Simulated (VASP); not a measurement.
# ZnNi (Pm-3m) in VASP: further runs

Runs on ZnNi. Level: LDA. Tasks: single point, relaxation of cell and atoms.

All numbers are computed with VASP 6.6.1; they aren't measurements. Logs are shortened: lines on timing, memory, paths and dates and some standing lists are left out, and cuts for length are marked.

### Step 1. The cell of the first run

The structure is cubic, space group Pm-3m (No. 221). The conventional cell has a = 2.808 Å, b = 2.808 Å, c = 2.808 Å, α = 90.00°, β = 90.00°, γ = 90.00°. Zn (site symmetry m-3m) has 8 Ni at 2.43 Å and 6 Zn at 2.81 Å within 3.2 Å. Within 3.2 Å of Ni (site symmetry m-3m) lie 8 Zn at 2.43 Å and 6 Ni at 2.81 Å.

### Step 2. Single point, LDA, collinear spin, ferromagnetic start

The input, INCAR:

```
SYSTEM = ZnNi
PREC     = Accurate       ! precision mode
ENCUT    = 520            ! plane-wave cutoff, eV
EDIFF    = 1E-6           ! SCF threshold, eV
ISMEAR   = -1             ! smearing method
SIGMA    = 0.1            ! smearing width, eV
LREAL    = .FALSE.        ! projectors in reciprocal space
LASPH    = .TRUE.         ! aspherical terms in the spheres
NELM     = 150            ! most SCF steps
ALGO     = Normal         ! electronic algorithm
ISIF     = 2              ! what is computed and relaxed
LWAVE    = .FALSE.        ! write WAVECAR
LCHARG   = .TRUE.         ! write CHGCAR
ISPIN    = 2              ! spin polarisation
MAGMOM   = 0 1.5          ! initial moments
LORBIT   = 11             ! projections on sites
LMAXMIX  = 4              ! l up to which the mixer works
GGA      = CA             ! functional
LELF     = .TRUE.         ! ELF
LVHAR    = .TRUE.       
NBANDS   = 22             ! bands
```

The input, KPOINTS:

```
regular mesh
0
G
  6 6 6
  0 0 0
```

The input, POSCAR:

```
ZnNi
1.0
    2.8079354698      0.0000000000      0.0000000000
    0.0000000000      2.8079354698      0.0000000000
    0.0000000000      0.0000000000      2.8079354698
Zn Ni
1 1
Direct
    0.5000000000      0.5000000000      0.5000000000
    0.0000000000      0.0000000000      0.0000000000
```

Potentials or basis: VASP PAW LDA potentials, release 64 (Zn, Ni).

On the command line:

```sh
$ cat potpaw_LDA.64/Zn/POTCAR potpaw_LDA.64/Ni/POTCAR > POTCAR
$ mpirun -np 1 vasp_std > vasp.out
```

OUTCAR:

```text
SYSTEM = ZnNi
   PREC = Accurate
   ENCUT = 520
   EDIFF = 1E-6
   ISMEAR = -1
   LREAL = .FALSE.
   LASPH = .TRUE.
   NELM = 150
   ISIF = 2
   ISPIN = 2
   LORBIT = 11
   GGA = CA

 ion  position               nearest neighbor table
   1  0.500  0.500  0.500-   2 2.43   2 2.43   2 2.43   2 2.43   2 2.43   2 2.43   2 2.43   2 2.43

   2  0.000  0.000  0.000-   1 2.43   1 2.43   1 2.43   1 2.43   1 2.43   1 2.43   1 2.43   1 2.43

  LATTYP: Found a simple cubic cell.
 ALAT       =     2.8079354698

  Lattice vectors:

 A1 = (   2.8079354698,   0.0000000000,   0.0000000000)
 A2 = (   0.0000000000,   2.8079354698,   0.0000000000)
 A3 = (   0.0000000000,   0.0000000000,   2.8079354698)

Analysis of symmetry for initial positions (statically):
=====================================================================
 Subroutine PRICEL returns:
 Original cell was already a primitive cell.

 Routine SETGRP: Setting up the symmetry group for a
 simple cubic supercell.

 Subroutine GETGRP returns: Found 48 space group operations
 (whereof 48 operations were pure point group operations)
 out of a pool of 48 trial point group operations.

The static configuration has the point symmetry O_h .

Analysis of symmetry for dynamics (positions and initial velocities):
=====================================================================
 Subroutine PRICEL returns:
 Original cell was already a primitive cell.

 Routine SETGRP: Setting up the symmetry group for a
 simple cubic supercell.

 Subroutine GETGRP returns: Found 48 space group operations
 (whereof 48 operations were pure point group operations)
 out of a pool of 48 trial point group operations.

The dynamic configuration has the point symmetry O_h .

Analysis of structural, dynamic, and magnetic symmetry:
=====================================================================
 Subroutine PRICEL returns:
 Original cell was already a primitive cell.

 Routine SETGRP: Setting up the symmetry group for a
 simple cubic supercell.

 Subroutine GETGRP returns: Found 48 space group operations
 (whereof 48 operations were pure point group operations)
 out of a pool of 48 trial point group operations.

The overall configuration has the point symmetry O_h .

 Subroutine INISYM returns: Found 48 space group operations
 (whereof 48 operations are pure point group operations),
 and found     1 'primitive' translations

----------------------------------------------------------------------------------------

                                     Primitive cell

  volume of cell :      22.1392

  direct lattice vectors                    reciprocal lattice vectors
     2.807935470  0.000000000  0.000000000     0.356133540  0.000000000  0.000000000
     0.000000000  2.807935470  0.000000000     0.000000000  0.356133540  0.000000000
     0.000000000  0.000000000  2.807935470     0.000000000  0.000000000  0.356133540

  length of vectors
     2.807935470  2.807935470  2.807935470     0.356133540  0.356133540  0.356133540

  position of ions in fractional coordinates (direct lattice)
     0.500000000  0.500000000  0.500000000
     0.000000000  0.000000000  0.000000000

  ion indices of the primitive-cell ions
   primitive index   ion index
                 1           1
                 2           2

----------------------------------------------------------------------------------------

 KPOINTS: regular mesh

Automatic generation of k-mesh.
 Grid dimensions read from file:
 generate k-points for:    6    6    6

 Generating k-lattice:

  Cartesian coordinates                     Fractional coordinates (reciprocal lattice)
     0.059355590  0.000000000  0.000000000     0.166666667  0.000000000  0.000000000
     0.000000000  0.059355590  0.000000000     0.000000000  0.166666667  0.000000000
     0.000000000  0.000000000  0.059355590     0.000000000  0.000000000  0.166666667

  Length of vectors
     0.059355590  0.059355590  0.059355590

  Shift w.r.t. Gamma in fractional coordinates (k-lattice)
     0.000000000  0.000000000  0.000000000

 Subroutine IBZKPT returns following result:
 ===========================================

 Found     20 irreducible k-points:

 Following reciprocal coordinates:
            Coordinates               Weight
  0.000000  0.000000  0.000000      1.000000
  0.166667  0.000000  0.000000      6.000000
  0.333333  0.000000  0.000000      6.000000
  0.500000  0.000000  0.000000      3.000000
  0.166667  0.166667  0.000000     12.000000
  0.333333  0.166667  0.000000     24.000000
[... 12 lines left out ...]
  0.500000  0.500000  0.333333      6.000000
  0.500000  0.500000  0.500000      1.000000
   k-points           NKPTS =     20   k-points in BZ     NKDIM =     20   number of bands    NBANDS=     22
   number of dos      NEDOS =    301   number of ions     NIONS =      2
   total plane-waves  NPLWV =  13824
   dimension x,y,z NGX =    24 NGY =   24 NGZ =   24
   dimension x,y,z NGXF=    48 NGYF=   48 NGZF=   48
   ions per type =               1   1
   NGX,Y,Z   is equivalent  to a cutoff of  14.21, 14.21, 14.21 a.u.
   NGXF,Y,Z  is equivalent  to a cutoff of  28.42, 28.42, 28.42 a.u.
 SYSTEM =  ZnNi
   PREC   = accura    normal or accurate (medium, high low for compatibility)
   ISTART =      0    job   : 0-new  1-cont  2-samecut
   ICHARG =      2    charge: 1-file 2-atom 10-const
   ISPIN  =      2    spin polarized calculation?
   LNONCOLLINEAR =      F non collinear calculations
   LSORBIT =      F    spin-orbit coupling
   LASPH  =      T    aspherical Exc in radial PAW
   ENCUT  =  520.0 eV  38.22 Ry    6.18 a.u.   5.22  5.22  5.22*2*pi/ulx,y,z
   NELM   =    150;   NELMIN=  2; NELMDL= -5     # of ELM steps
   EDIFF  = 0.1E-05   stopping-criterion for ELM
   LREAL  =      F    real-space projection
   EDIFFG = 0.1E-04   stopping-criterion for IOM
   NSW    =      0    number of steps for IOM
   IBRION =     -1    ionic relax: 0-MD 1-quasi-New 2-CG
   NFREE  =      0    steps in history (QN), initial steepest desc. (CG)
   ISIF   =      2    stress and relaxation
   ISYM   =      2    0-nonsym 1-usesym 2-fastsym
   POTIM  = 0.5000    time-step for ionic-motion
   TEBEG  =    0.0;   TEEND  =   0.0 temperature during run
   PSTRESS=    0.0 pullay stress
   NELECT =      22.0000    total number of electrons
   NUPDOWN=      -1.0000    fix difference up-down
   EMIN   =  10.00;   EMAX   =-10.00  energy-range for DOS
   EFERMI =   0.00;   METHOD = LEGACY
   ISMEAR =    -1;   SIGMA  =   0.10  broadening in eV -4-tet -1-fermi 0-gaus
   EFERMI_NEDOS =   21; number of points for ismear=-14 and -15
   IALGO  =     38    algorithm
   IMIX   =      4    mixing-type and parameters
     AMIX     =   0.40;   BMIX     =  1.00
     AMIX_MAG =   1.60;   BMIX_MAG =  1.00
  volume/ion in A,a.u.               =      11.07        74.70
  Fermi-wavevector in a.u.,A,eV,Ry     =   1.633661  3.087172 36.311884  2.668848
  Thomas-Fermi vector in A             =   2.725429
   LORBIT       =     11    0 simple, 1 ext, 2 COOP (PROOUT), +10 PAW based schemes
   GGA     = CA    functional components
   LHFCALC =     F    Hartree Fock is set to
   AEXX    =    0.0000 exact exchange contribution
   IVDW    =     0    specifies the selected vdW correction
   LEPSILON=     F    determine dielectric tensor
   LRPA    =     F    only Hartree local field effects (RPA)
 spin polarized calculation
  energy-cutoff  :      520.00
  volume of cell :       22.14
 maximum number of plane-waves:       624
 NGX is ok and might be reduce to    24
   NGX = 11   NGY = 11   NGZ = 11

 number of electron      22.0000005 magnetization      -0.0088085

 number of electron      22.0000005 magnetization       0.0011304

 Free energy of the ion-electron system (eV)
  ---------------------------------------------------
  ext. energy  EPLUGINS =         0.00000000
  ---------------------------------------------------
  free energy    TOTEN  =        -9.03977797 eV

  energy without entropy =       -8.99800513  energy(sigma->0) =       -9.01889155

 E-fermi :   6.7332     XC(G=0): -13.5813

 val. band max:        6.6429445326   @ k =   0.5000   0.1667   0.0000
 cond. band min:       6.7423511517   @ k =   0.5000   0.1667   0.1667
 fundamental gap:      0.0994066191
 Fermi energy:         6.7331630032

 spin component 1

 k-point     1 :       0.0000    0.0000    0.0000
  band No.  band energies     occupation
      1      -3.9423      1.00000
      2      -1.1781      1.00000
      3      -1.1781      1.00000
      4      -0.2394      1.00000
      5      -0.2394      1.00000
      6      -0.2394      1.00000
[... 14 lines left out ...]
     21      35.6801      0.00000
     22      35.6801      0.00000
[... 451 lines left out ...]
 k-point    20 :       0.5000    0.5000    0.5000
  band No.  band energies     occupation
      1      -0.9852      1.00000
      2      -0.9852      1.00000
      3      -0.9852      1.00000
      4       0.1641      1.00000
      5       0.1641      1.00000
      6       3.1973      1.00000
[... 14 lines left out ...]
     21      46.3235      0.00000
     22      46.3332      0.00000
 Fermi energy:         6.7331630032

 spin component 2

 k-point     1 :       0.0000    0.0000    0.0000
  band No.  band energies     occupation
      1      -3.9423      1.00000
      2      -1.1781      1.00000
      3      -1.1781      1.00000
      4      -0.2394      1.00000
      5      -0.2394      1.00000
      6      -0.2394      1.00000
[... 14 lines left out ...]
     21      35.6802      0.00000
     22      35.6802      0.00000
[... 452 lines left out ...]
  band No.  band energies     occupation
      1      -0.9853      1.00000
      2      -0.9853      1.00000
      3      -0.9853      1.00000
      4       0.1640      1.00000
      5       0.1640      1.00000
      6       3.1976      1.00000
[... 14 lines left out ...]
     21      46.3306      0.00000
     22      46.3337      0.00000

------------------------ aborting loop because EDIFF is reached ----------------------------------------

  FORCE on cell =-STRESS in cart. coord.  units (eV):
  Direction    XX          YY          ZZ          XY          YZ          ZX
  --------------------------------------------------------------------------------------
  -------------------------------------------------------------------------------------
  Total        0.1580988      0.1580988      0.1580988      0.0000000      0.0000000     -0.0000000
  in kB       11.4413624     11.4413624     11.4413624      0.0000000      0.0000000     -0.0000000
  external PRESSURE =      11.4413624 kB  Pullay stress =       0.0000000 kB

 VOLUME and BASIS-vectors are now :
 -----------------------------------------------------------------------------
  energy-cutoff  :      520.00
  volume of cell :       22.14
      direct lattice vectors                 reciprocal lattice vectors
     2.807935470  0.000000000  0.000000000     0.356133540  0.000000000  0.000000000
     0.000000000  2.807935470  0.000000000     0.000000000  0.356133540  0.000000000
     0.000000000  0.000000000  2.807935470     0.000000000  0.000000000  0.356133540

 POSITION                                       TOTAL-FORCE (eV/Angst)
 -----------------------------------------------------------------------------------
      1.40397      1.40397      1.40397         0.000000      0.000000      0.000000
      0.00000      0.00000      0.00000         0.000000      0.000000      0.000000
 -----------------------------------------------------------------------------------
    total drift:                                0.000000      0.000000     -0.000000

  FREE ENERGIE OF THE ION-ELECTRON SYSTEM (eV)
  ---------------------------------------------------
  free  energy   TOTEN  =        -9.0397779661 eV

  energy  without entropy=       -8.9980051255  energy(sigma->0) =       -9.01889155

 total charge

# of ion       s       p       d       tot
------------------------------------------
    1        0.640   0.630   9.766  11.036
    2        0.453   0.487   8.489   9.430
--------------------------------------------------
tot          1.093   1.118  18.255  20.465

 magnetization (x)

# of ion       s       p       d       tot
------------------------------------------
    1       -0.000  -0.000  -0.000  -0.000
    2        0.000  -0.000   0.000   0.000
--------------------------------------------------
tot          0.000  -0.000   0.000   0.000
```

Wall time 6.8 s (1 thread of Intel Xeon 6975P-C (Granite Rapids), shared host); peak memory 0.14 GiB.

Results:

| Property | Result |
| --- | --- |
| Free energy | -9.0398 eV |
| Pressure | 1.1 GPa |
| Band gap on the k mesh | zero (filled and empty bands overlap) |
| Net moment | 0.00 μB per cell |
| Valence electrons inside the program's atomic spheres | Zn 11.04; Ni 9.43 |

Caveat: the k points lie up to 0.37 Å⁻¹ apart; the starting moments collapsed, and a magnetic state may lie lower.

(Continued in part 2 of 2.)
